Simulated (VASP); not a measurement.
# WSe2 (P-6m2) in VASP: further runs

Runs on WSe2. Level: PBEsol+D3(BJ). Tasks: relaxation of cell and atoms.

All numbers are computed with VASP 6.6.1; they aren't measurements. Logs are shortened: lines on timing, memory, paths and dates and some standing lists are left out, and cuts for length are marked.

**1. The cell of the first run**

Symmetry: P-6m2, No. 187, hexagonal system. Conventional cell: a = 2.986 Å, b = 2.986 Å, c = 6.185 Å, α = 90.00°, β = 90.00°, γ = 120.00°. Within 3.2 Å of W (site symmetry -6m2) lie 6 Se at 2.39 Å and 6 W at 2.99 Å. Within 3.4 Å of Se (site symmetry 3m) lie 3 W at 2.39 Å and 8 Se at 2.87 to 3.32 Å.

**2. Relaxation of cell and atoms, PBEsol+D3(BJ), target pressure 40 GPa, at which the enthalpy is minimised**

File INCAR:

```
SYSTEM = WSe2
ALGO     = Normal         ! electronic algorithm
EDIFF    = 1E-7           ! SCF threshold, eV
EDIFFG   = -0.008         ! ionic threshold
ENCUT    = 600            ! plane-wave cutoff, eV
GGA      = PS             ! functional
IBRION   = 2              ! ionic algorithm
ISIF     = 3              ! what is computed and relaxed
ISMEAR   = 0              ! smearing method
IVDW     = 12             ! dispersion correction
LASPH    = .True.         ! aspherical terms in the spheres
LCHARG   = .False.        ! write CHGCAR
LREAL    = .False.        ! projectors in reciprocal space
LWAVE    = .False.        ! write WAVECAR
NELM     = 100            ! most SCF steps
NSW      = 70             ! ionic steps
PREC     = Accurate       ! precision mode
PSTRESS  = 400.0        
SIGMA    = 0.02           ! smearing width, eV
```

File KPOINTS:

```
k-points
0
Gamma
  12 12 6
  0 0 0
```

File POSCAR:

```
WSe2
1.0
    2.9862474677      0.0000000000      0.0000000000
   -1.4931237338      2.5861661690      0.0000000000
    0.0000000000      0.0000000000      6.1851243986
W Se
1 2
Direct
    0.0000000000      0.0000000000      0.0000000000
    0.3333333333      0.6666666667      0.2683308781
    0.3333333333      0.6666666667      0.7316691219
```

Potentials or basis: VASP PAW PBE potentials, release 64 (W_sv, Se).

Started as:

```sh
> cat potpaw_PBE.64/W_sv/POTCAR potpaw_PBE.64/Se/POTCAR > POTCAR
> mpirun -np 1 vasp_std > vasp.out
```

OUTCAR:

```text
SYSTEM = WSe2
   EDIFF = 1E-7
   EDIFFG = -0.008
   ENCUT = 600
   GGA = PS
   IBRION = 2
   ISIF = 3
   ISMEAR = 0
   IVDW = 12
   LASPH = .True.
   LREAL = .False.
   NELM = 100
   NSW = 70
   PREC = Accurate
   PSTRESS = 400.0
 IVDW          = 12

 ion  position               nearest neighbor table
   1  0.000  0.000  0.000-   2 2.39   3 2.39   2 2.39   3 2.39   2 2.39   3 2.39
   2  0.333  0.667  0.268-   1 2.39   1 2.39   1 2.39
   3  0.333  0.667  0.732-   1 2.39   1 2.39   1 2.39

  LATTYP: Found a hexagonal cell.
 ALAT       =     2.9862474677
 C/A-ratio  =     2.0712028944

  Lattice vectors:

 A1 = (   2.9862474677,   0.0000000000,   0.0000000000)
 A2 = (  -1.4931237338,   2.5861661690,   0.0000000000)
 A3 = (   0.0000000000,   0.0000000000,   6.1851243986)

Analysis of symmetry for initial positions (statically):
=====================================================================
 Subroutine PRICEL returns:
 Original cell was already a primitive cell.

 Routine SETGRP: Setting up the symmetry group for a
 hexagonal supercell.

 Subroutine GETGRP returns: Found 12 space group operations
 (whereof 12 operations were pure point group operations)
 out of a pool of 24 trial point group operations.

The static configuration has the point symmetry D_3h.

Analysis of symmetry for dynamics (positions and initial velocities):
=====================================================================
 Subroutine PRICEL returns:
 Original cell was already a primitive cell.

 Routine SETGRP: Setting up the symmetry group for a
 hexagonal supercell.

 Subroutine GETGRP returns: Found 12 space group operations
 (whereof 12 operations were pure point group operations)
 out of a pool of 24 trial point group operations.

The dynamic configuration has the point symmetry D_3h.

 Subroutine INISYM returns: Found 12 space group operations
 (whereof 12 operations are pure point group operations),
 and found     1 'primitive' translations

----------------------------------------------------------------------------------------

                                     Primitive cell

  volume of cell :      47.7673

  direct lattice vectors                    reciprocal lattice vectors
     2.986247468  0.000000000  0.000000000     0.334868430  0.193336378  0.000000000
    -1.493123734  2.586166169  0.000000000     0.000000000  0.386672756  0.000000000
     0.000000000  0.000000000  6.185124399     0.000000000  0.000000000  0.161678236

  length of vectors
     2.986247468  2.986247468  6.185124399     0.386672756  0.386672756  0.161678236

  position of ions in fractional coordinates (direct lattice)
     0.000000000  0.000000000  0.000000000
     0.333333333  0.666666667  0.268330878
[... 77 lines left out ...]
   ENCUT  =  600.0 eV  44.10 Ry    6.64 a.u.   5.96  5.96 12.35*2*pi/ulx,y,z
   NELM   =    100;   NELMIN=  2; NELMDL= -5     # of ELM steps
   EDIFF  = 0.1E-06   stopping-criterion for ELM
   LREAL  =      F    real-space projection
   EDIFFG = -.8E-02   stopping-criterion for IOM
   NSW    =     70    number of steps for IOM
   IBRION =      2    ionic relax: 0-MD 1-quasi-New 2-CG
   NFREE  =      1    steps in history (QN), initial steepest desc. (CG)
   ISIF   =      3    stress and relaxation
   ISYM   =      2    0-nonsym 1-usesym 2-fastsym
   POTIM  = 0.5000    time-step for ionic-motion
   TEBEG  =    0.0;   TEEND  =   0.0 temperature during run
   PSTRESS=  400.0 pullay stress
   NELECT =      26.0000    total number of electrons
   NUPDOWN=      -1.0000    fix difference up-down
   EMIN   =  10.00;   EMAX   =-10.00  energy-range for DOS
   EFERMI =   0.00;   METHOD = LEGACY
   ISMEAR =     0;   SIGMA  =   0.02  broadening in eV -4-tet -1-fermi 0-gaus
   EFERMI_NEDOS =   21; number of points for ismear=-14 and -15
   IALGO  =     38    algorithm
   IMIX   =      4    mixing-type and parameters
     AMIX     =   0.40;   BMIX     =  1.00
     AMIX_MAG =   1.60;   BMIX_MAG =  1.00
  volume/ion in A,a.u.               =      15.92       107.45
  Fermi-wavevector in a.u.,A,eV,Ry     =   1.336664  2.525930 24.309146  1.786672
  Thomas-Fermi vector in A             =   2.465273
   LORBIT       =      0    0 simple, 1 ext, 2 COOP (PROOUT), +10 PAW based schemes
   GGA     = PS    functional components
   LHFCALC =     F    Hartree Fock is set to
   AEXX    =    0.0000 exact exchange contribution
   IVDW    =    12    specifies the selected vdW correction
   LEPSILON=     F    determine dielectric tensor
   LRPA    =     F    only Hartree local field effects (RPA)
 conjugate gradient relaxation of ions
 non-spin polarized calculation
 Gauss-broadening in eV      SIGMA  =   0.02
  energy-cutoff  :      600.00
  volume of cell :       47.77
 maximum number of plane-waves:      1617
 NGX is ok and might be reduce to    24
   NGX = 11   NGY = 11   NGZ = 25

--------------------------------------- Ionic step        1  -------------------------------------------

 number of electron      26.0000000 magnetization

 Free energy of the ion-electron system (eV)
  ---------------------------------------------------
  ext. energy  EPLUGINS =         0.00000000
  ---------------------------------------------------
  free energy    TOTEN  =       -21.47484692 eV

  energy without entropy =      -21.47484692  energy(sigma->0) =      -21.47484692

------------------------ aborting loop because EDIFF is reached ----------------------------------------

 Edisp (eV)   -1.68251

 E8    (eV) :    -1.1316
[... 116 lines left out ...]
  energy  without entropy=      -23.4112252578  energy(sigma->0) =      -23.41122526

  enthalpy is  TOTEN    =       -11.2862806010 eV   P V=       12.1249446567

[... ionic steps 4 to 11 ...]

--------------------------------------- Ionic step       12  -------------------------------------------

 number of electron      26.0000001 magnetization

------------------------ aborting loop because EDIFF is reached ----------------------------------------
[... 81 lines left out ...]
--------------------------------------- Ionic step       14  -------------------------------------------

 number of electron      26.0000001 magnetization

 Free energy of the ion-electron system (eV)
  ---------------------------------------------------
  ext. energy  EPLUGINS =         0.00000000
  ---------------------------------------------------
  free energy    TOTEN  =       -21.40595323 eV

  energy without entropy =      -21.40595107  energy(sigma->0) =      -21.40595215

 E-fermi :   9.4364     XC(G=0): -12.2498

 val. band max:        9.3950449680   @ k =   0.0833   0.0833   0.0000
 cond. band min:       9.4778423508   @ k =   0.1667   0.1667   0.0000
 fundamental gap:      0.0827973828
 Fermi energy:         9.4364436615

 k-point     1 :       0.0000    0.0000    0.0000
  band No.  band energies     occupation
      1     -64.4600      2.00000
      2     -29.0816      2.00000
      3     -28.4527      2.00000
      4     -28.4527      2.00000
      5      -7.7582      2.00000
      6      -5.5113      2.00000
[... 457 lines left out ...]
      4     -28.5737      2.00000
      5      -5.5677      2.00000
      6      -4.4833      2.00000
[... 9 lines left out ...]
     16      13.6396      0.00000
     17      14.4364      0.00000

 [... further k-points ...]

------------------------ aborting loop because EDIFF is reached ----------------------------------------

 Edisp (eV)   -1.70427

 E8    (eV) :    -1.1465
[... 30 lines left out ...]
  energy  without entropy=      -23.1102203231  energy(sigma->0) =      -23.11022140

  enthalpy is  TOTEN    =       -11.3222867936 eV   P V=       11.7879356889

 reached required accuracy - stopping structural energy minimisation
```

OSZICAR:

```text
N       E                     dE             d eps       ncg     rms          rms(c)
DAV:   1     0.212003006727E+03    0.21200E+03   -0.14619E+04  2584   0.172E+03
[... 136 lines left out ...]
  13 F= -.11322280E+02 E0= -.11322279E+02  d E =0.504033E-05
       N       E                     dE             d eps       ncg     rms          rms(c)
DAV:   1    -0.214059641589E+02    0.25933E-02   -0.36371E-04  2787   0.205E-01    0.465E-02
DAV:   2    -0.214059562156E+02    0.79434E-05   -0.10656E-04  2740   0.743E-02    0.154E-02
DAV:   3    -0.214059536629E+02    0.25527E-05   -0.21045E-05  2758   0.261E-02    0.862E-03
DAV:   4    -0.214059531665E+02    0.49643E-06   -0.22778E-06  2762   0.128E-02    0.139E-03
DAV:   5    -0.214059532300E+02   -0.63532E-07   -0.19036E-07  2117   0.347E-03
  14 F= -.11322287E+02 E0= -.11322286E+02  d E =-.190910E-05
```

Wall time 15 min (1 thread of Intel Xeon 8259CL, shared host); peak memory 0.22 GiB.

Results:

```
Free energy                                                : -23.1102 eV
Relaxed volume                                             : 15.74 Å³/atom
Relaxed cell                                               : a = 2.965 Å, b = 2.965 Å, c = 6.201 Å, α = 90.00°, β = 90.00°, γ = 120.00°
Space group after relaxing (to 0.1 Å)                      : P-6m2 (No. 187)
Energy change on relaxing (the run minimises the enthalpy) : +15.7 meV/atom
Ionic steps                                                : 14
Pressure after relaxing                                    : 40.0 GPa
Band gap on the k mesh                                     : 0.08 eV (least direct gap 0.50 eV)
Dispersion energy per atom                                 : -0.568 eV
```

The path:
| step | energy change (eV) | largest force (eV/Å) | pressure (GPa) | volume (Å³) |
| --- | --- | --- | --- | --- |
| 1 | 0.0000 | 1.6489 | 43.94 | 47.77 |
| 2 | -0.4607 | 1.7712 | 17.62 | 50.51 |
| 3 | -0.2539 | 0.4363 | 34.84 | 48.57 |
| 4 | 0.2521 | 0.2417 | 42.75 | 46.45 |
| 5 | 0.0433 | 0.0041 | 39.67 | 47.24 |
| 6 | 0.0367 | 0.0054 | 39.57 | 47.26 |
| 7 | 0.0782 | 0.1562 | 41.32 | 47.10 |
| 8 | 0.0566 | 0.0811 | 40.45 | 47.18 |
| 9 | 0.0155 | 0.0350 | 39.23 | 47.34 |
| 10 | 0.0379 | 0.0289 | 39.89 | 47.25 |
| 11 | 0.0466 | 0.0100 | 40.02 | 47.22 |
| 12 | 0.0483 | 0.0063 | 40.04 | 47.21 |
| 13 | 0.0449 | 0.0117 | 39.89 | 47.23 |
| 14 | 0.0471 | 0.0001 | 39.99 | 47.22 |

Final structure:
```
W Se
1.0
     2.96508    0.00000    0.00000
    -1.48254    2.56784    0.00000
     0.00000    0.00000    6.20132
W Se
1 2
Cartesian
  0.0000 0.0000 0.0000
  0.0000 1.7119 1.7198
  0.0000 1.7119 4.4815
```

Caveat: the cell is relaxed towards a set pressure, so the run minimises the enthalpy, not the energy; the PAW data sets were made with another functional, which shifts forces and pressure a little; spin-orbit coupling is left out, which moves the levels of the heavy elements. A k mesh can miss the band edges.

**3. Relaxation of cell and atoms, PBEsol+D3(BJ)**

This run uses another cell than the first one.

File INCAR:

```
SYSTEM = WSe2
PREC     = Accurate       ! precision mode
ENCUT    = 600            ! plane-wave cutoff, eV
EDIFF    = 1E-7           ! SCF threshold, eV
ISMEAR   = 0              ! smearing method
SIGMA    = 0.02           ! smearing width, eV
LREAL    = .FALSE.        ! projectors in reciprocal space
LASPH    = .TRUE.         ! aspherical terms in the spheres
NELM     = 60             ! most SCF steps
ALGO     = Normal         ! electronic algorithm
ISIF     = 3              ! what is computed and relaxed
LWAVE    = .FALSE.        ! write WAVECAR
LCHARG   = .FALSE.        ! write CHGCAR
GGA      = PS             ! functional
IVDW     = 12             ! dispersion correction
IBRION   = 2              ! ionic algorithm
NSW      = 100            ! ionic steps
EDIFFG   = -0.005         ! ionic threshold
```

File KPOINTS:

```
Automatic mesh
0
G
  12 12 2
  0 0 0
```

File POSCAR:

```
WSe2
1.0
    3.3179375931      0.0000000000      0.0000000000
   -1.6589687966      2.8734182438      0.0000000000
    0.0000000000      0.0000000000     16.6581424200
W Se
1 2
Direct
    0.0000000000      0.0000000000      0.0000000000
    0.3333333300      0.6666666700      0.0997865200
    0.3333333300      0.6666666700      0.9002134800
```

Potentials or basis: VASP PAW PBE potentials, release 64 (W_sv, Se).

Started as:

```sh
> cat potpaw_PBE.64/W_sv/POTCAR potpaw_PBE.64/Se/POTCAR > POTCAR
> mpirun -np 1 vasp_std > vasp.out
```

Run time: 29 min. Hardware: 1 thread of Intel Xeon 8259CL, shared host; peak memory 0.41 GiB.

It converged, with:

- Free energy: -24.1063 eV
- Relaxed cell: a = 3.243 Å, b = 3.243 Å, c = 16.725 Å, α = 90.00°, β = 90.00°, γ = 120.00°
- Space group after relaxing (to 0.1 Å): P-6m2 (No. 187)
- Energy gained by relaxing: 15.5 meV/atom
- Ionic steps: 16
- Largest force after relaxing: 0.004 eV/Å
- Band gap on the k mesh: 1.64 eV (least direct gap 1.81 eV)
- Dispersion energy per atom: -0.293 eV

Forces on the atoms (eV/Å):
```
W    0.000  0.000  0.000
Se   0.000  0.000  0.004
Se   0.000  0.000 -0.004
```

Step by step:
```csv
step,energy change (eV),largest force (eV/Å),pressure (GPa),volume (Å³)
1,0.0000,0.1335,-1.59,158.82
2,0.0247,1.0881,3.11,146.99
3,-0.0345,0.3645,0.26,153.55
4,-0.0449,0.1293,-0.11,152.72
5,-0.0465,0.0005,-0.02,152.95
6,-0.0465,0.0076,-0.02,152.96
7,-0.0465,0.0143,0.01,152.88
8,-0.0465,0.0141,0.01,152.88
9,-0.0465,0.0099,0.01,152.87
10,-0.0465,0.0000,-0.01,152.85
11,-0.0465,0.0002,-0.01,152.81
12,-0.0465,0.0022,0.01,152.69
13,-0.0465,0.0022,0.01,152.68
14,-0.0465,0.0021,0.01,152.63
15,-0.0465,0.0029,0.00,152.53
16,-0.0466,0.0039,-0.01,152.34
```

Final structure:
```
W Se
1.0
     3.24311    0.00000    0.00000
    -1.62156    2.80862    0.00000
     0.00000    0.00000   16.72479
W Se
1 2
Direct
  0.00000 0.00000 0.00000
  0.33333 0.66667 0.10063
  0.33333 0.66667 0.89937
```

Levels at points of the mesh, in eV from the valence-band top:
```csv
k point,band 10,band 11,band 12,band 13,band 14,band 15,band 16,band 17
"(0.00, 0.00, 0.00)",-2.28,-1.10,-1.10,-0.52,3.14,3.14,3.31,3.31
"(0.50, 0.00, 0.00)",-2.98,-2.26,-1.05,-0.77,2.64,2.90,3.77,4.54
"(0.00, 0.00, 0.50)",-2.28,-1.10,-1.10,-0.52,3.14,3.14,3.31,3.31
"(0.50, 0.00, 0.50)",-2.98,-2.26,-1.05,-0.77,2.64,2.90,3.77,4.54
```

Caveat: there is no dipole correction, which matters where the two faces differ; the PAW data sets were made with another functional, which shifts forces and pressure a little; spin-orbit coupling is left out, which moves the levels of the heavy elements.
